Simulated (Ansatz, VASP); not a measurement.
## Two plane-wave programs on FeO

Contents of INCAR:

```
SYSTEM = FeO
PREC = Accurate ; ENCUT = 520
EDIFF = 1E-6 ; ISMEAR = -1
SIGMA = 0.05 ; LREAL = .FALSE.
LASPH = .TRUE. ; NELM = 150
ALGO = Normal ; ISIF = 2
LWAVE = .FALSE. ; LCHARG = .FALSE.
ISPIN = 2 ; MAGMOM = 3 0
LORBIT = 11 ; LMAXMIX = 4
GGA = CA ; NBANDS = 18
```

The input KPOINTS:

```
Automatic mesh
0
G
  12 12 12
  0 0 0
```

The input POSCAR:

```
FeO
1.0
   -1.6231861388      1.6231861388      2.1108084499
    1.6231861388     -1.6231861388      2.1108084499
    1.6231861388      1.6231861388     -2.1108084499
Fe O
1 1
Direct
    0.0000000000      0.0000000000      0.0000000000
    0.5000000000      0.5000000000      0.0000000000
```

input.yaml

```yaml
crystal:
  lattice:
    - [-1.6231861388, 1.6231861388, 2.1108084499]
    - [1.6231861388, -1.6231861388, 2.1108084499]
    - [1.6231861388, 1.6231861388, -2.1108084499]
  atoms:
    - { symbol: Fe, position: [0.0, 0.0, 0.0], spin: 3.0 }
    - { symbol: O, position: [0.5, 0.5, 0.0] }
hamiltonian:
  xc: lda
  pseudopotentials: { kind: paw }
magnetization:
  spin_polarized: true
kpoints:
  mp_grid: { grid: [12, 12, 12] }
scf:
  occupations: { method: fermi_dirac, width: 0.05 }
output:
  forces: true
  stress: true
  eigenvalues: true
  write_density: true
  write_potential: true
  elf: true
  volumetric_format: npy
```

Alike in both runs: task single point; functional LDA; k mesh 12 × 12 × 12; occupations fermi-dirac, width 0.05 eV; collinear spin.

```csv
,VASP,Ansatz
version,VASP 6.6.1,Ansatz 0.2.0
potentials or method,"VASP PAW LDA potentials, release 64 (Fe, O)",Ansatz PAW
plane-wave cutoff (eV),520,420
valence electrons in the cell,14,22
```

Ansatz gave:

| Property | Result |
| --- | --- |
| gap on the k mesh at the Fermi level (eV) | none |
| pressure (GPa) | -26.6 |
| traceless stress, the component that is largest in VASP (GPa) | -0.86 |
| net moment per atom (μB) | 2.00 |
| size of the moment on the site where the two differ most (μB) | 3.39 |

Problem. Estimate VASP's values.

Solution. gap on the k mesh at the Fermi level (eV): none; pressure (GPa): -26.4; traceless stress, the component that is largest in VASP (GPa): -0.58; net moment per atom (μB): 2.00; size of the moment on the site where the two differ most (μB): 3.58.

LDA's correlation is that of Perdew and Zunger in VASP and of Perdew and Wang (1992) in Ansatz. Site moments also hang on the region over which each program counts them. A gap of «none» marks a metal or a gap that the smearing closes. VASP's potentials hold 14 valence electrons a cell and Ansatz's 22, so a difference there can come from the potentials and not from the codes.
